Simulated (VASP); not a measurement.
Input of a VASP 6.6.1 run:

INCAR

```
  PREC = Accurate
  ENCUT = 560
  EDIFF = 1E-6
  ISMEAR = -1
  SIGMA = 0.02
  LREAL = F
  LASPH = T
  NELM = 120
  ALGO = Normal
  ISIF = 2
  LWAVE = F
  LCHARG = F
  GGA = PE
  NBANDS = 16
  GGA_COMPAT = F
```

Contents of KPOINTS:

```
Automatic mesh
0
Gamma
  10 10 10
```

File POSCAR:

```
BAs
1.0
    0.0000000000      2.3440302520      2.4139767673
    2.3440302520      0.0000000000      2.4139767673
    2.3440302520      2.3440302520      0.0000000000
B As
1 1
Direct
    0.0000000000      0.0000000000      0.0000000000
    0.2500000000      0.2500000000      0.2500000000
```

Potentials or basis: VASP PAW PBE potentials, release 64 (B, As_d).

Launch:

```sh
$ cat potpaw_PBE.64/B/POTCAR potpaw_PBE.64/As_d/POTCAR > POTCAR
$ mpirun -np 1 vasp_std > vasp.out
```

Q: What does it give for the band gap on the k mesh?

A: 0.93 eV (least direct gap 3.16 eV).

Q: Predict the pressure.

A: 6.6 GPa.

Stress tensor (GPa, compression positive):
```
8.75 0.00 0.00
0.00 8.75 0.00
0.00 0.00 2.22
```

Caveat: the cell differs from its parent crystal (epitaxial xy strain -2.0%); the stress differs along the axes, from 2 to 9 GPa. A k mesh can miss the band edges.
